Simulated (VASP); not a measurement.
# Eu (Im-3m) in VASP: further runs

Runs on Eu. Level: PBE. Tasks: single point.

Program: VASP 6.6.1. These are calculated values, not measurements. Logs are shortened: lines on timing, memory, paths and dates and some standing lists are left out, and cuts for length are marked.

## (1) The cell of the first run

Symmetry: Im-3m, No. 229, cubic system. The conventional cell has a = 3.302 Å, b = 3.302 Å, c = 3.302 Å, α = 90.00°, β = 90.00°, γ = 90.00°. Eu (site symmetry m-3m) has 14 Eu at 2.86 to 3.30 Å within 3.8 Å.

## (2) Single point, PBE, collinear spin, ferromagnetic start

Contents of INCAR:

```
SYSTEM = Eu
ALGO = Normal
EDIFF = 1E-7
ENCUT = 520
GGA = PE
ISIF = 2
ISMEAR = -1
ISPIN = 2
LASPH = .TRUE.
LCHARG = .FALSE.
LMAXMIX = 6
LORBIT = 11
LREAL = .FALSE.
LWAVE = .FALSE.
MAGMOM = 7
NBANDS = 18
NELM = 150
PREC = Accurate
SIGMA = 0.05
```

Contents of KPOINTS:

```
k-points
0
G
  16 16 16
  0 0 0
```

Contents of POSCAR:

```
Eu
1.0
   -1.6510154112      1.6510154112      1.6510154112
    1.6510154112     -1.6510154112      1.6510154112
    1.6510154112      1.6510154112     -1.6510154112
Eu
1
Direct
    0.0000000000      0.0000000000      0.0000000000
```

Potentials or basis: VASP PAW PBE potentials, release 64 (Eu).

Launch:

```console
$ cat potpaw_PBE.64/Eu/POTCAR > POTCAR
$ mpirun -np 1 vasp_std > vasp.out
```

OUTCAR:

```text
SYSTEM = Eu
   EDIFF = 1E-7
   ENCUT = 520
   GGA = PE
   ISIF = 2
   ISMEAR = -1
   ISPIN = 2
   LASPH = .TRUE.
   LORBIT = 11
   LREAL = .FALSE.
   NELM = 150
   PREC = Accurate

 ion  position               nearest neighbor table
   1  0.000  0.000  0.000-

  LATTYP: Found a body centered cubic cell.
 ALAT       =     3.3020308224

  Lattice vectors:

 A1 = (  -1.6510154112,   1.6510154112,   1.6510154112)
 A2 = (   1.6510154112,  -1.6510154112,   1.6510154112)
 A3 = (   1.6510154112,   1.6510154112,  -1.6510154112)

Analysis of symmetry for initial positions (statically):
=====================================================================
 Subroutine PRICEL returns:
 Original cell was already a primitive cell.

 Routine SETGRP: Setting up the symmetry group for a
 body centered cubic supercell.

 Subroutine GETGRP returns: Found 48 space group operations
 (whereof 48 operations were pure point group operations)
 out of a pool of 48 trial point group operations.

The static configuration has the point symmetry O_h .

Analysis of symmetry for dynamics (positions and initial velocities):
=====================================================================
 Subroutine PRICEL returns:
 Original cell was already a primitive cell.

 Routine SETGRP: Setting up the symmetry group for a
 body centered cubic supercell.

 Subroutine GETGRP returns: Found 48 space group operations
 (whereof 48 operations were pure point group operations)
 out of a pool of 48 trial point group operations.

The dynamic configuration has the point symmetry O_h .

Analysis of structural, dynamic, and magnetic symmetry:
=====================================================================
 Subroutine PRICEL returns:
 Original cell was already a primitive cell.

 Routine SETGRP: Setting up the symmetry group for a
 body centered cubic supercell.

 Subroutine GETGRP returns: Found 48 space group operations
 (whereof 48 operations were pure point group operations)
 out of a pool of 48 trial point group operations.

The overall configuration has the point symmetry O_h .

 Subroutine INISYM returns: Found 48 space group operations
 (whereof 48 operations are pure point group operations),
 and found     1 'primitive' translations

----------------------------------------------------------------------------------------

                                     Primitive cell

  volume of cell :      18.0017

  direct lattice vectors                    reciprocal lattice vectors
    -1.651015411  1.651015411  1.651015411     0.000000000  0.302843933  0.302843933
     1.651015411 -1.651015411  1.651015411     0.302843933  0.000000000  0.302843933
     1.651015411  1.651015411 -1.651015411     0.302843933  0.302843933  0.000000000

  length of vectors
     2.859642576  2.859642576  2.859642576     0.428285997  0.428285997  0.428285997

[... 93 lines left out ...]
   ISMEAR =    -1;   SIGMA  =   0.05  broadening in eV -4-tet -1-fermi 0-gaus
   EFERMI_NEDOS =   21; number of points for ismear=-14 and -15
   IALGO  =     38    algorithm
   IMIX   =      4    mixing-type and parameters
     AMIX     =   0.40;   BMIX     =  1.00
     AMIX_MAG =   1.60;   BMIX_MAG =  1.00
  volume/ion in A,a.u.               =      18.00       121.48
  Fermi-wavevector in a.u.,A,eV,Ry     =   1.606152  3.035187 35.099285  2.579725
  Thomas-Fermi vector in A             =   2.702385
   LORBIT       =     11    0 simple, 1 ext, 2 COOP (PROOUT), +10 PAW based schemes
   GGA     = PE    functional components
   LHFCALC =     F    Hartree Fock is set to
   AEXX    =    0.0000 exact exchange contribution
   IVDW    =     0    specifies the selected vdW correction
   LEPSILON=     F    determine dielectric tensor
   LRPA    =     F    only Hartree local field effects (RPA)
 spin polarized calculation
  energy-cutoff  :      520.00
  volume of cell :       18.00
 maximum number of plane-waves:       496
 NGX is ok and might be reduce to    24
   NGX = 11   NGY = 11   NGZ = 11

 number of electron      17.0000003 magnetization       7.1133637

 Free energy of the ion-electron system (eV)
  ---------------------------------------------------
  ext. energy  EPLUGINS =         0.00000000
  ---------------------------------------------------
  free energy    TOTEN  =        -9.45467057 eV

  energy without entropy =       -9.44320761  energy(sigma->0) =       -9.44893909

 E-fermi :   6.6532     XC(G=0): -13.0272

 val. band max:        6.6455835580   @ k =  -0.2500   0.2500   0.1250
 cond. band min:       6.6586990595   @ k =  -0.2500   0.2500   0.1875
 fundamental gap:      0.0131155015
 Fermi energy:         6.6531972092

 spin component 1

 k-point     1 :       0.0000    0.0000    0.0000
  band No.  band energies     occupation
      1     -35.6013      1.00000
      2     -11.7340      1.00000
      3     -11.7340      1.00000
      4     -11.7340      1.00000
      5       2.6641      1.00000
      6       5.2168      1.00000
[... 493 lines left out ...]
     17      18.0000      0.00000
     18      22.4295      0.00000

 [... further k-points ...]

 spin component 2

 k-point     1 :       0.0000    0.0000    0.0000
  band No.  band energies     occupation
      1     -32.6569      1.00000
      2      -9.2534      1.00000
      3      -9.2534      1.00000
      4      -9.2534      1.00000
      5       4.1722      1.00000
      6       9.4615      0.00000
[... 493 lines left out ...]
     17      19.8977      0.00000
     18      24.0650      0.00000

 [... further k-points ...]
[... 5 lines left out ...]
  --------------------------------------------------------------------------------------
  -------------------------------------------------------------------------------------
  Total        5.8023020      5.8023020      5.8023020      0.0000000      0.0000000      0.0000000
  in kB      516.4134410    516.4134410    516.4134410      0.0000000      0.0000000      0.0000000
  external PRESSURE =     516.4134410 kB  Pullay stress =       0.0000000 kB

 VOLUME and BASIS-vectors are now :
 -----------------------------------------------------------------------------
  energy-cutoff  :      520.00
  volume of cell :       18.00
      direct lattice vectors                 reciprocal lattice vectors
    -1.651015411  1.651015411  1.651015411     0.000000000  0.302843933  0.302843933
     1.651015411 -1.651015411  1.651015411     0.302843933  0.000000000  0.302843933
     1.651015411  1.651015411 -1.651015411     0.302843933  0.302843933  0.000000000

 POSITION                                       TOTAL-FORCE (eV/Angst)
 -----------------------------------------------------------------------------------
      0.00000      0.00000      0.00000        -0.000000      0.000000     -0.000000
 -----------------------------------------------------------------------------------
    total drift:                               -0.000000      0.000000      0.000000

  FREE ENERGIE OF THE ION-ELECTRON SYSTEM (eV)
  ---------------------------------------------------
  free  energy   TOTEN  =        -9.4546705727 eV

  energy  without entropy=       -9.4432076072  energy(sigma->0) =       -9.44893909

 total charge

# of ion       s       p       d       f       tot
--------------------------------------------------
    1        2.127   5.637   1.103   6.493  15.359

 magnetization (x)

# of ion       s       p       d       f       tot
--------------------------------------------------
    1        0.024  -0.059   0.340   6.392   6.697
```

OSZICAR:

```text
N       E                     dE             d eps       ncg     rms          rms(c)
DAV:   1     0.789699463523E+02    0.78970E+02   -0.65019E+03 13170   0.462E+03
DAV:   2     0.212069388471E+01   -0.76849E+02   -0.68318E+02 12630   0.311E+02
[... 13 lines left out ...]
DAV:  16    -0.945470134851E+01   -0.15952E-02   -0.18220E-03 16802   0.635E-01    0.145E-01
DAV:  17    -0.945466440924E+01    0.36939E-04   -0.24354E-04 18552   0.207E-01    0.136E-01
DAV:  18    -0.945467156221E+01   -0.71530E-05   -0.19750E-05 17788   0.758E-02    0.385E-02
DAV:  19    -0.945467089563E+01    0.66658E-06   -0.44026E-06 18488   0.560E-02    0.977E-03
DAV:  20    -0.945467064356E+01    0.25207E-06   -0.30274E-07 14520   0.572E-03    0.746E-03
DAV:  21    -0.945467057272E+01    0.70847E-07   -0.78894E-08  8464   0.503E-03
   1 F= -.94546706E+01 E0= -.94489391E+01  d E =-.114630E-01  mag=     7.1135
```

stdout:

```text
POSCAR found type information on POSCAR Eu
 POSCAR found :  1 types and       1 ions
 scaLAPACK will be used
 LDA part: xc-table for (Slater+PW92), standard interpolation
 POSCAR, INCAR and KPOINTS ok, starting setup
 FFT: planning ... GRIDC
 FFT: planning ... GRID_SOFT
 FFT: planning ... GRID
 WAVECAR not read
 entering main loop
```

Run time: 3.8 min. Hardware: 1 thread of Oxide Virtual Turin-like, shared host; peak memory 0.19 GiB.

Results:

| Property | Result |
| --- | --- |
| Free energy | -9.4547 eV |
| Pressure | 51.6 GPa |
| Net moment | 7.11 μB per cell |
| Site moments | Eu +6.70 μB |
| Valence electrons inside the program's atomic spheres | Eu 15.36 |

Caveat: spin-orbit coupling is left out, which moves the levels of the heavy elements. The state reached can hang on the start; a lower one may exist.

## (3) Single point, PBE, collinear spin, ferromagnetic start

Contents of INCAR:

```
PREC = Accurate
ENCUT = 520
EDIFF = 1E-6
ISMEAR = -1
SIGMA = 0.05
LREAL = False
LASPH = True
NELM = 150
ALGO = Normal
ISIF = 2
LWAVE = False
LCHARG = True
ISPIN = 2
MAGMOM = 7
LORBIT = 11
LMAXMIX = 6
GGA = PE
LELF = True
LVHAR = True
NBANDS = 18
```

Contents of KPOINTS:

```
regular mesh
0
Gamma
  16 16 16
```

Contents of POSCAR:

```
Eu
1.0
   -1.6518086009      1.6518086009      1.6518086009
    1.6518086009     -1.6518086009      1.6518086009
    1.6518086009      1.6518086009     -1.6518086009
Eu
1
Direct
    0.0000000000      0.0000000000      0.0000000000
```

Potentials or basis: VASP PAW PBE potentials, release 64 (Eu).

Launch:

```console
$ cat potpaw_PBE.64/Eu/POTCAR > POTCAR
$ mpirun -np 1 vasp_std > vasp.out
```

OUTCAR:

```text
PREC = Accurate
   ENCUT = 520
   EDIFF = 1E-6
   ISMEAR = -1
   LREAL = False
   LASPH = True
   NELM = 150
   ISIF = 2
   ISPIN = 2
   LORBIT = 11
   GGA = PE

 ion  position               nearest neighbor table
   1  0.000  0.000  0.000-

  LATTYP: Found a body centered cubic cell.
 ALAT       =     3.3036172018

  Lattice vectors:

 A1 = (  -1.6518086009,   1.6518086009,   1.6518086009)
 A2 = (   1.6518086009,  -1.6518086009,   1.6518086009)
 A3 = (   1.6518086009,   1.6518086009,  -1.6518086009)

Analysis of symmetry for initial positions (statically):
=====================================================================
 Subroutine PRICEL returns:
 Original cell was already a primitive cell.

 Routine SETGRP: Setting up the symmetry group for a
 body centered cubic supercell.

 Subroutine GETGRP returns: Found 48 space group operations
 (whereof 48 operations were pure point group operations)
 out of a pool of 48 trial point group operations.

The static configuration has the point symmetry O_h .

Analysis of symmetry for dynamics (positions and initial velocities):
=====================================================================
 Subroutine PRICEL returns:
[... 184 lines left out ...]
      5       2.6464      1.00000
      6       5.2092      1.00000
[... 493 lines left out ...]
     17      17.9723      0.00000
     18      22.4021      0.00000

 [... further k-points ...]

 spin component 2

 k-point     1 :       0.0000    0.0000    0.0000
  band No.  band energies     occupation
      1     -32.6615      1.00000
      2      -9.2691      1.00000
      3      -9.2691      1.00000
      4      -9.2691      1.00000
      5       4.1542      1.00000
      6       9.4551      0.00000
[... 493 lines left out ...]
     17      19.8696      0.00000
     18      24.0379      0.00000

 [... further k-points ...]
[... 5 lines left out ...]
  --------------------------------------------------------------------------------------
  -------------------------------------------------------------------------------------
  Total        5.7769389      5.7769389      5.7769389      0.0000000      0.0000000     -0.0000000
  in kB      513.4157631    513.4157631    513.4157631      0.0000000      0.0000000     -0.0000000
  external PRESSURE =     513.4157631 kB  Pullay stress =       0.0000000 kB

 VOLUME and BASIS-vectors are now :
 -----------------------------------------------------------------------------
  energy-cutoff  :      520.00
  volume of cell :       18.03
      direct lattice vectors                 reciprocal lattice vectors
    -1.651808601  1.651808601  1.651808601     0.000000000  0.302698509  0.302698509
     1.651808601 -1.651808601  1.651808601     0.302698509  0.000000000  0.302698509
     1.651808601  1.651808601 -1.651808601     0.302698509  0.302698509  0.000000000

 POSITION                                       TOTAL-FORCE (eV/Angst)
 -----------------------------------------------------------------------------------
      0.00000      0.00000      0.00000        -0.000000      0.000000      0.000000
 -----------------------------------------------------------------------------------
    total drift:                               -0.000000     -0.000000     -0.000000

  FREE ENERGIE OF THE ION-ELECTRON SYSTEM (eV)
  ---------------------------------------------------
  free  energy   TOTEN  =        -9.4630580918 eV

  energy  without entropy=       -9.4515821867  energy(sigma->0) =       -9.45732014

 total charge

# of ion       s       p       d       f       tot
--------------------------------------------------
    1        2.127   5.637   1.101   6.493  15.357

 magnetization (x)

# of ion       s       p       d       f       tot
--------------------------------------------------
    1        0.024  -0.059   0.340   6.392   6.698
```

stdout:

```text
POSCAR found type information on POSCAR Eu
 POSCAR found :  1 types and       1 ions
 scaLAPACK will be used
 LDA part: xc-table for (Slater+PW92), standard interpolation
 POSCAR, INCAR and KPOINTS ok, starting setup
 FFT: planning ... GRIDC
 FFT: planning ... GRID_SOFT
 FFT: planning ... GRID
 WAVECAR not read
 entering main loop
```

Wall time 5.1 min (1 thread of Oxide Virtual Turin-like, shared host); peak memory 0.19 GiB.

Results:

```
Free energy                                           : -9.4631 eV
Pressure                                              : 51.3 GPa
Net moment                                            : 7.12 μB per cell
Site moments                                          : Eu +6.70 μB
Valence electrons inside the program's atomic spheres : Eu 15.36
```

Levels at points of the mesh, in eV from the Fermi level:
Spin up:
| k point | band 10 | band 11 | band 12 | band 13 | band 14 | band 15 |
| --- | --- | --- | --- | --- | --- | --- |
| (0.00, 0.00, 0.00) | -0.50 | -0.50 | -0.28 | 2.13 | 2.13 | 2.13 |
| (0.50, 0.00, 0.00) | -0.65 | -0.54 | -0.51 | -0.41 | 6.81 | 7.05 |
| (0.50, 0.50, 0.50) | -0.90 | -0.40 | -0.40 | -0.40 | 11.11 | 11.11 |
Spin down:
```
           k point  band 3  band 4  band 5  band 6  band 7  band 8
(0.00, 0.00, 0.00)  -15.91  -15.91   -2.49    2.81    2.81    2.81
(0.50, 0.00, 0.00)  -17.39  -16.09   -2.25    0.26    2.90    3.32
(0.50, 0.50, 0.50)  -19.09  -19.09   -3.33   -3.33    3.26    3.74
```

Caveat: spin-orbit coupling is left out, which moves the levels of the heavy elements. The state reached can hang on the start; a lower one may exist.
